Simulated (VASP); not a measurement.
# BeS (F-43m) in VASP: settings compared

BeS is run at these levels: PBE-based screened hybrid with 35 % exact exchange, PBE-based global hybrid with 20 % exact exchange, PBE-based global hybrid with 75 % exact exchange; tasks: single point.

All numbers are computed with VASP 6.6.1; they aren't measurements. Logs are shortened: lines on timing, memory, paths and dates and some standing lists are left out, and cuts for length are marked.

## Step 1: The cell of the first run

It takes space group F-43m (No. 216, cubic). Conventional cell: a = 4.869 Å, b = 4.869 Å, c = 4.869 Å, α = 90.00°, β = 90.00°, γ = 90.00°. Within 2.8 Å of Be (site symmetry -43m) lie 4 S at 2.11 Å. Within 2.8 Å of S (site symmetry -43m) lie 4 Be at 2.11 Å.

## Step 2: Single point, PBE-based screened hybrid with 35 % exact exchange

POSCAR

```
BeS
1.0
    0.0000000000      2.4343066366      2.4343066366
    2.4343066366      0.0000000000      2.4343066366
    2.4343066366      2.4343066366      0.0000000000
Be S
1 1
Direct
    0.0000000000      0.0000000000      0.0000000000
    0.2500000000      0.2500000000      0.2500000000
```

INCAR.step1

```
SYSTEM = BeS
PREC = Accurate
ENCUT = 520
EDIFF = 1E-5
ISMEAR = 0
SIGMA = 0.01
LREAL = .FALSE.
LASPH = .TRUE.
NELM = 120
ALGO = Normal
ISIF = 2
LWAVE = .TRUE.
LCHARG = .FALSE.
GGA = PE
NBANDS = 11
GGA_COMPAT = .FALSE.
```

INCAR.step2

```
SYSTEM = BeS
PREC = Accurate
ENCUT = 520
EDIFF = 1E-6
ISMEAR = 0
SIGMA = 0.01
LREAL = .FALSE.
LASPH = .TRUE.
NELM = 120
ALGO = Normal
ISIF = 2
LWAVE = .FALSE.
LCHARG = .FALSE.
GGA = PE
LHFCALC = .TRUE.
AEXX = 0.35
HFSCREEN = 0.2078
PRECFOCK = Normal
ISTART = 1
NBANDS = 11
GGA_COMPAT = .FALSE.
```

KPOINTS

```
regular mesh
0
G
  4 4 4
  0 0 0
```

Potentials or basis: VASP PAW PBE potentials, release 64 (Be, S).

Run with:

```sh
cat potpaw_PBE.64/Be/POTCAR potpaw_PBE.64/S/POTCAR > POTCAR
cp INCAR.step1 INCAR
mpirun -np 1 vasp_std > vasp.out
cp INCAR.step2 INCAR
mpirun -np 1 vasp_std > vasp.out
```

OUTCAR:

```text
SYSTEM = BeS
   PREC = Accurate
   ENCUT = 520
   EDIFF = 1E-6
   ISMEAR = 0
   LREAL = .FALSE.
   LASPH = .TRUE.
   NELM = 120
   ISIF = 2
   GGA = PE
   LHFCALC = .TRUE.
   AEXX = 0.35
   HFSCREEN = 0.2078
   PRECFOCK = Normal
   ISTART = 1

 ion  position               nearest neighbor table
   1  0.000  0.000  0.000-   2 2.11   2 2.11   2 2.11   2 2.11
   2  0.250  0.250  0.250-   1 2.11   1 2.11   1 2.11   1 2.11

  LATTYP: Found a face centered cubic cell.
 ALAT       =     4.8686132732

  Lattice vectors:

 A1 = (   0.0000000000,   2.4343066366,   2.4343066366)
 A2 = (   2.4343066366,   0.0000000000,   2.4343066366)
 A3 = (   2.4343066366,   2.4343066366,   0.0000000000)

Analysis of symmetry for initial positions (statically):
=====================================================================
 Subroutine PRICEL returns:
 Original cell was already a primitive cell.

 Routine SETGRP: Setting up the symmetry group for a
 face centered cubic supercell.

 Subroutine GETGRP returns: Found 24 space group operations
 (whereof 24 operations were pure point group operations)
 out of a pool of 48 trial point group operations.

The static configuration has the point symmetry T_d .

Analysis of symmetry for dynamics (positions and initial velocities):
=====================================================================
 Subroutine PRICEL returns:
 Original cell was already a primitive cell.

 Routine SETGRP: Setting up the symmetry group for a
 face centered cubic supercell.

 Subroutine GETGRP returns: Found 24 space group operations
 (whereof 24 operations were pure point group operations)
 out of a pool of 48 trial point group operations.

The dynamic configuration has the point symmetry T_d .

 Subroutine INISYM returns: Found 24 space group operations
 (whereof 24 operations are pure point group operations),
 and found     1 'primitive' translations

----------------------------------------------------------------------------------------

                                     Primitive cell

  volume of cell :      28.8507

  direct lattice vectors                    reciprocal lattice vectors
     0.000000000  2.434306637  2.434306637    -0.205397296  0.205397296  0.205397296
     2.434306637  0.000000000  2.434306637     0.205397296 -0.205397296  0.205397296
     2.434306637  2.434306637  0.000000000     0.205397296  0.205397296 -0.205397296

  length of vectors
[... 80 lines left out ...]
   ISMEAR =     0;   SIGMA  =   0.01  broadening in eV -4-tet -1-fermi 0-gaus
   EFERMI_NEDOS =   21; number of points for ismear=-14 and -15
   IALGO  =     38    algorithm
   IMIX   =      1    mixing-type and parameters
     AMIX     =   0.40;   BMIX     =  1.00
     AMIX_MAG =   1.60;   BMIX_MAG =  1.00
  volume/ion in A,a.u.               =      14.43        97.35
  Fermi-wavevector in a.u.,A,eV,Ry     =   1.067545  2.017368 15.505913  1.139652
  Thomas-Fermi vector in A             =   2.203165
   LORBIT       =      0    0 simple, 1 ext, 2 COOP (PROOUT), +10 PAW based schemes
   GGA     = PE    functional components
   LHFCALC =     T    Hartree Fock is set to
   PRECFOCK=normal    Normal, Fast or Accurate (Low or Medium for compatibility)
   ENCUT4O =  -1.0   cutoff for four orbital integrals eV
   NKREDX  =     1    reduce k-point grid by
   NKREDY  =     1    reduce k-point grid by
   NKREDZ  =     1    reduce k-point grid by
   AEXX    =    0.3500 exact exchange contribution
   HFSCREEN=    0.2078 screening length (either q_TF or 0.3 A-1)
   HFSCREENC=   0.2078 screening length for correlation (either q_TF or 0.3 A-1)
   ENCUTFOCK=  -1.0 apply spherical cutoff to Coloumb kernel
   IVDW    =     0    specifies the selected vdW correction
   LEPSILON=     F    determine dielectric tensor
   LRPA    =     F    only Hartree local field effects (RPA)
 non-spin polarized calculation
 Gauss-broadening in eV      SIGMA  =   0.01
  energy-cutoff  :      520.00
  volume of cell :       28.85
 maximum number of plane-waves:       784
 NGX is ok and might be reduce to    28
  NGX = 20; NGY = 20; NGZ = 20

 number of electron       7.9999999 magnetization

 Free energy of the ion-electron system (eV)
  ---------------------------------------------------
  ext. energy  EPLUGINS =         0.00000000
  ---------------------------------------------------
  free energy    TOTEN  =       -11.90780311 eV

  energy without entropy =      -11.90780311  energy(sigma->0) =      -11.90780311

 E-fermi :   3.2242     XC(G=0):  -7.3923

 val. band max:        3.1315219255   @ k =   0.0000   0.0000   0.0000
 cond. band min:       7.6127212925   @ k =   0.5000   0.5000   0.0000
 fundamental gap:      4.4811993670
 Fermi energy:         3.2241767205

 k-point     1 :       0.0000    0.0000    0.0000
  band No.  band energies     occupation
      1     -12.3991      2.00000
      2       3.1315      2.00000
      3       3.1315      2.00000
      4       3.1315      2.00000
      5      10.5013      0.00000
      6      10.5013      0.00000
      7      10.5013      0.00000
      8      10.6030      0.00000
      9      17.9748      0.00000
     10      17.9748      0.00000
     11      19.8888      0.00000
[... 85 lines left out ...]
 k-point     8 :      -0.2500    0.5000    0.2500
  band No.  band energies     occupation
      1      -9.9127      2.00000
      2      -1.6893      2.00000
      3      -1.1206      2.00000
      4      -0.4944      2.00000
      5      11.1376      0.00000
      6      12.9596      0.00000
      7      13.4619      0.00000
      8      13.9201      0.00000
      9      19.8275      0.00000
     10      19.8390      0.00000
     11      22.6373      0.00000

------------------------ aborting loop because EDIFF is reached ----------------------------------------

  FORCE on cell =-STRESS in cart. coord.  units (eV):
  Direction    XX          YY          ZZ          XY          YZ          ZX
  --------------------------------------------------------------------------------------
  -------------------------------------------------------------------------------------
  Total       -0.2143497     -0.2143497     -0.2143497      0.0000000      0.0000000      0.0000000
  in kB      -11.9035785    -11.9035785    -11.9035785      0.0000000      0.0000000      0.0000000
  external PRESSURE =     -11.9035785 kB  Pullay stress =       0.0000000 kB

 VOLUME and BASIS-vectors are now :
 -----------------------------------------------------------------------------
  energy-cutoff  :      520.00
  volume of cell :       28.85
      direct lattice vectors                 reciprocal lattice vectors
     0.000000000  2.434306637  2.434306637    -0.205397296  0.205397296  0.205397296
     2.434306637  0.000000000  2.434306637     0.205397296 -0.205397296  0.205397296
     2.434306637  2.434306637  0.000000000     0.205397296  0.205397296 -0.205397296

 POSITION                                       TOTAL-FORCE (eV/Angst)
 -----------------------------------------------------------------------------------
      0.00000      0.00000      0.00000        -0.000000     -0.000000     -0.000000
      1.21715      1.21715      1.21715         0.000000      0.000000      0.000000
 -----------------------------------------------------------------------------------
    total drift:                               -0.000000      0.000000      0.000000

  FREE ENERGIE OF THE ION-ELECTRON SYSTEM (eV)
  ---------------------------------------------------
  free  energy   TOTEN  =       -11.9078031052 eV

  energy  without entropy=      -11.9078031052  energy(sigma->0) =      -11.90780311
```

OSZICAR.step1:

```text
N       E                     dE             d eps       ncg     rms          rms(c)
DAV:   1     0.199380743654E+02    0.19938E+02   -0.36600E+03   176   0.612E+02
DAV:   2    -0.876418925342E+01   -0.28702E+02   -0.27839E+02   214   0.115E+02
DAV:   3    -0.101291955330E+02   -0.13650E+01   -0.13615E+01   220   0.257E+01
DAV:   4    -0.101396389704E+02   -0.10443E-01   -0.10442E-01   219   0.248E+00
DAV:   5    -0.101397333236E+02   -0.94353E-04   -0.94352E-04   212   0.242E-01    0.551E+00
DAV:   6    -0.100020860865E+02    0.13765E+00   -0.12711E-01   202   0.168E+00    0.378E+00
DAV:   7    -0.996212812272E+01    0.39958E-01   -0.11888E-01   208   0.180E+00    0.106E+00
DAV:   8    -0.996353920202E+01   -0.14111E-02   -0.69693E-03   233   0.424E-01    0.145E-01
DAV:   9    -0.996363138239E+01   -0.92180E-04   -0.51568E-04   235   0.142E-01    0.256E-02
DAV:  10    -0.996368334643E+01   -0.51964E-04   -0.81105E-05   208   0.520E-02    0.124E-02
DAV:  11    -0.996368799708E+01   -0.46506E-05   -0.14777E-05   216   0.201E-02
   1 F= -.99636880E+01 E0= -.99636880E+01  d E =-.457443E-19
```

It took 44 s on 1 thread of AMD EPYC 9R45 (Zen 5), shared host; peak memory 0.22 GiB.

What came out:

```yaml
Free_energy: -11.9078 eV
Pressure: -1.2 GPa
Band_gap_on_the_k_mesh: 4.48 eV (least direct gap 7.37 eV)
```

Levels at points of the mesh, in eV from the valence-band top:
```csv
k point,band 2,band 3,band 4,band 5,band 6,band 7
"(0.00, 0.00, 0.00)",0.00,0.00,0.00,7.37,7.37,7.37
"(0.50, 0.00, 0.00)",-6.48,-1.14,-1.14,7.05,8.28,8.28
"(0.50, 0.50, 0.00)",-5.66,-2.92,-2.92,4.48,6.41,15.13
```

Caveat: the k points lie up to 0.56 Å⁻¹ apart; the PAW data sets were made with another functional, which shifts forces and pressure a little. A k mesh can miss the band edges.

## Step 3: Single point, PBE-based global hybrid with 20 % exact exchange

POSCAR is that of step 2.

INCAR.step1

```
  PREC = Accurate
  ENCUT = 520
  EDIFF = 1E-5
  ISMEAR = 0
  SIGMA = 0.01
  LREAL = False
  LASPH = True
  NELM = 120
  ALGO = Normal
  ISIF = 2
  LWAVE = True
  LCHARG = False
  NBANDS = 11
  GGA = PE
  GGA_COMPAT = False
```

INCAR.step2

```
  PREC = Accurate
  ENCUT = 520
  EDIFF = 1E-6
  ISMEAR = 0
  SIGMA = 0.01
  LREAL = False
  LASPH = True
  NELM = 120
  ALGO = Normal
  ISIF = 2
  LWAVE = False
  LCHARG = False
  GGA = PE
  LHFCALC = True
  AEXX = 0.2
  PRECFOCK = Normal
  NBANDS = 11
  ISTART = 1
  GGA_COMPAT = False
```

KPOINTS

```
Automatic mesh
0
Gamma
  4 4 4
```

Potentials or basis: VASP PAW PBE potentials, release 64 (Be, S).

Run with:

```sh
cat potpaw_PBE.64/Be/POTCAR potpaw_PBE.64/S/POTCAR > POTCAR
cp INCAR.step1 INCAR
mpirun -np 1 vasp_std > vasp.out
cp INCAR.step2 INCAR
mpirun -np 1 vasp_std > vasp.out
```

Run time: 38 s. Hardware: 1 thread of AMD EPYC 9R45 (Zen 5), shared host; peak memory 0.12 GiB.

Results (log left out):

| Item | Value |
| --- | --- |
| Free energy | -11.5700 eV |
| Pressure | -0.4 GPa |
| Band gap on the k mesh | 4.50 eV (least direct gap 7.26 eV) |

Levels at points of the mesh, in eV from the valence-band top:
```
           k point  band 1  band 2  band 3  band 4  band 5  band 6  band 7  band 8
(0.00, 0.00, 0.00)  -14.75    0.00    0.00    0.00    7.26    7.26    7.26    7.35
(0.50, 0.00, 0.00)  -13.03   -6.19   -1.09   -1.09    6.97    8.16    8.16   12.84
(0.50, 0.50, 0.00)  -12.45   -5.40   -2.80   -2.80    4.50    6.38   14.72   14.72
```

Caveat: the k points lie up to 0.56 Å⁻¹ apart; the PAW data sets were made with another functional, which shifts forces and pressure a little.

(Continued in part 2 of 2.)
